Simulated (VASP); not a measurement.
Runs of VASP 6.6.1 on WC. The cells are those of the table. 

```tsv
cell	gap on the mesh (eV)	pressure (GPa)	largest force (eV/Å)
a = 5.940, b = 5.054, c = 5.620 Å, angles 90.4, 90.3, 88.4°, 16 atoms	none	(b)	7.34
a = 5.900, b = 5.110, c = 5.792 Å, 16 atoms	none	-9.6	(a)
a = 5.815, b = 5.085, c = 5.750 Å, angles 90.6, 88.4, 89.3°, 16 atoms	none	-2.4	(c)
a = 5.968, b = 5.132, c = 5.648 Å, angles 88.5, 92.1, 91.4°, 16 atoms	none	-4.4	4.43
```

Alike in all rows: task single point; level PBE+D3(BJ); potentials or basis VASP PAW PBE potentials, release 64 (W_sv, C); no spin polarisation; k mesh 2 × 2 × 2; cutoff (eV) 520; smearing fermi-dirac 0.17 eV.

Problem. Estimate the missing entries.

Solution. (a) 6.67; (b) 3.9; (c) 4.63.

Caveats: all runs use coarse meshes; spin-orbit coupling is left out, which moves the levels of the heavy elements; pairwise dispersion overbinds metals, which lowers pressure and volume; forces of over 1 eV/Å act on the atoms, so gaps and moduli don't describe the material at rest.

A k mesh can miss the band edges, and the runs leave out spin-orbit coupling on W.

A gap of «none» marks levels without a gap at the run's occupations.
